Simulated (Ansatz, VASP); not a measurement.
Cu in VASP and in Ansatz

File POSCAR:

```
Cu
1.0
    3.2911649418      0.0000000000      0.0000000000
   -1.6455824709      2.8502324477      0.0000000000
    0.0000000000      0.0000000000      3.7339367978
Cu
3
Direct
    0.2254000000      0.0000000000      0.3333333333
    0.0000000000      0.2254000000      0.6666666667
    0.7746000000      0.7746000000      0.0000000000
```

File INCAR.step1:

```
SYSTEM = Cu
PREC = Accurate
ENCUT = 600
ISMEAR = 0
SIGMA = 0.1
LREAL = .False.
LASPH = .True.
NELM = 80
GGA = PE
ALGO = Normal
EDIFF = 1E-4
LWAVE = .True.
LCHARG = .False.
```

Contents of INCAR.step2:

```
SYSTEM = Cu
PREC = Accurate
ENCUT = 600
EDIFF = 1E-6
ISMEAR = 0
SIGMA = 0.1
LREAL = .False.
LASPH = .True.
NELM = 80
ALGO = Normal
ISIF = 3
LWAVE = .False.
LCHARG = .False.
METAGGA = R2SCAN
LMIXTAU = .True.
IBRION = 2
NSW = 90
EDIFFG = -0.04
ISTART = 1
```

Contents of KPOINTS:

```
Automatic mesh
0
Gamma
  6 6 6
  0 0 0
```

Input for Ansatz:

```yaml
crystal:
  lattice:
    - [3.2911649418, 0.0, 0.0]
    - [-1.6455824709, 2.8502324477, 0.0]
    - [0.0, 0.0, 3.7339367978]
  atoms:
    - { symbol: Cu, position: [0.2254, 0.0, 0.3333333333] }
    - { symbol: Cu, position: [0.0, 0.2254, 0.6666666667] }
    - { symbol: Cu, position: [0.7746, 0.7746, 0.0] }
basis:
  ecutwfc: 500
kpoints:
  mp_grid: { grid: [6, 6, 6] }
hamiltonian:
  xc: r2scan
scf:
  occupations: { method: gaussian, width: 0.1 }
  lower_state_search: "off"
output:
  forces: true
  stress: true
  eigenvalues: true
relax:
  adjacent_minimum: "off"
  f_tol: 0.04
  max_steps: 70
  cell: { stress_tol: 0.4 }
```

Alike in both runs: task relaxation of cell and atoms; functional r2SCAN; k mesh 6 × 6 × 6; occupations gaussian, width 0.1 eV; no spin polarisation.

```csv
,VASP,Ansatz
version,VASP 6.6.1,Ansatz 0.2.0
potentials or method,"VASP PAW PBE potentials, release 64 (Cu), cutoff 600 eV","scalar-relativistic, plane waves, PAW"
valence electrons in the cell,33,57
```

Ansatz gave:

- gap on the k mesh at the Fermi level, each at its own relaxed structure (eV): none
- relaxed volume (Å³/atom): 11.50
- relaxed cell length with the largest relative difference (Å): 2.483

What did VASP give for the same quantities?

gap on the k mesh at the Fermi level, each at its own relaxed structure (eV): none; relaxed volume (Å³/atom): 11.52; relaxed cell length with the largest relative difference (Å): 2.494.

VASP's potentials were made for PBE, not for r2SCAN. A gap of «none» marks a metal or a gap that the smearing closes. VASP's potentials hold 33 valence electrons a cell and Ansatz's 57, so a difference there can come from the potentials and not from the codes.

The k mesh is coarse, so the values compare programs but aren't converged.
